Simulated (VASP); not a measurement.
Runs of VASP 6.6.1 on BeSe. The structure is that of space group F-43m (No. 216), or close to it. The cells are those of the table. 

```csv
task,level,spin,cell,k mesh,cutoff (eV),smearing,grid for exact exchange (PRECFOCK),share of exact exchange,screening parameter,gap on the mesh (eV),pressure (GPa),relaxed volume (Å³/atom)
single point,r2SCANh,off,"a = 3.650 Å, angles 60.0°, 2 atoms",6 × 6 × 6,580,gaussian 0.01 eV,Normal,0.1,-,3.66,-0.2,-
dielectric tensor,r2SCAN,off,"a = 3.650 Å, angles 60.0°, 2 atoms",8 × 8 × 8,580,gaussian 0.01 eV,-,-,-,3.12,-,-
single point,HSE06,off,"a = 3.640 Å, angles 60.0°, 2 atoms",6 × 6 × 6,520,fermi-dirac 0.02 eV,Normal,0.25,0.2079 1/Å,3.48,(c),-
single point,PBE,"non-collinear, zero start, SOC","a = 3.650 Å, angles 60.0°, 2 atoms",8 × 8 × 8,600,gaussian 0.01 eV,-,-,-,-,0.9,-
single point,PBE0,off,"a = 3.650 Å, angles 60.0°, 2 atoms",6 × 6 × 6,520,gaussian 0.01 eV,Normal,0.25,-,(b),-0.8,-
relaxation of cell and atoms,r2SCAN,off,"relaxed from a = 3.661 Å, angles 60.0°, 2 atoms",8 × 8 × 8,660,fermi-dirac 0.02 eV,-,-,-,(a),0.0,17.25
single point,HSE06,off,"a = 3.650 Å, angles 60.0°, 2 atoms",6 × 6 × 6,520,gaussian 0.01 eV,Normal,0.25,0.2079 1/Å,3.50,-0.8,-
relaxation of cell and atoms,HSE06,off,"relaxed from a = 3.650 Å, angles 60.0°, 2 atoms",6 × 6 × 6,600,fermi-dirac 0.02 eV,Normal,0.25,0.2079 1/Å,3.48,0.0,17.02
```

Alike in all rows: potentials or basis VASP PAW PBE potentials, release 64 (Be, Se).

Q: Estimate the missing entries.

A: (a) 3.13; (b) 4.20; (c) -0.1.

Caveats: the PAW data sets were made with another functional, which shifts forces and pressure a little (at least some runs).

A k mesh can miss the band edges, and rows without SOC leave out spin-orbit coupling on Se.
